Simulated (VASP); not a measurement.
Write the native input for VASP 6.6.1 that does the following.

```
Task                   : single point
Functional             : BLYP
Dispersion             : D3(BJ)
Potentials or basis    : VASP PAW PBE potentials, release 64 (Ba_sv, Ti_sv, O)
Cutoff                 : 520 eV
k mesh                 : 6 × 6 × 6
Occupations            : gaussian, width 0.01 eV
Spin                   : no spin polarisation
Dipole correction      : no
Further INCAR settings : ALGO = Normal; EDIFF = 1e-06; NBANDS = 28
```

The structure of BaTiO3 lies in POSCAR:

```
BaTiO3
1.0
    2.8430292607      1.6414237090      2.3326276406
   -2.8430292607      1.6414237090      2.3326276406
    0.0000000000     -3.2828474179      2.3326276406
Ba Ti O
1 1 3
Direct
   -0.0032500885     -0.0032500885     -0.0032500885
    0.4843381972      0.4843381972      0.4843381972
    0.5101936884      0.5101936884      0.0177245174
    0.0177245174      0.5101936884      0.5101936884
    0.5101936884      0.0177245174      0.5101936884
```

The input as run:

INCAR

```
SYSTEM = BaTiO3
AGGAC = 1.0
AGGAX = 1.0
ALDAC = 0.0
ALDAX = 1.0
ALGO = Normal
EDIFF = 1E-6
ENCUT = 520
GGA = B5
ISIF = 2
ISMEAR = 0
IVDW = 12
LASPH = .TRUE.
LCHARG = .TRUE.
LELF = .TRUE.
LREAL = .FALSE.
LVHAR = .TRUE.
LWAVE = .FALSE.
NBANDS = 28
NELM = 60
PREC = Accurate
SIGMA = 0.01
VDW_A1 = 0.4298
VDW_A2 = 4.2359
VDW_S6 = 1.0
VDW_S8 = 2.6996
```

KPOINTS

```
k-points
0
G
  6 6 6
  0 0 0
```

Potentials or basis: VASP PAW PBE potentials, release 64 (Ba_sv, Ti_sv, O).

The run is started by

```sh
$ cat potpaw_PBE.64/Ba_sv/POTCAR potpaw_PBE.64/Ti_sv/POTCAR potpaw_PBE.64/O/POTCAR > POTCAR
$ mpirun -np 1 vasp_std > vasp.out
```

Results of the run:

| Item | Value |
| --- | --- |
| Pressure | 2.0 GPa |
| Largest force | 0.136 eV/Å |
| Band gap on the k mesh | 2.39 eV, indirect (least direct gap 2.80 eV) |
| Dispersion energy per atom | -0.602 eV |

Caveat: the PAW data sets were made with another functional, which shifts forces and pressure a little; spin-orbit coupling is left out, which moves the levels of the heavy elements.

Run time: 74 s on 1 thread of Intel(R) Xeon(R) Platinum 8488C (Sapphire Rapids) (shared host), peak memory 0.21 GiB.
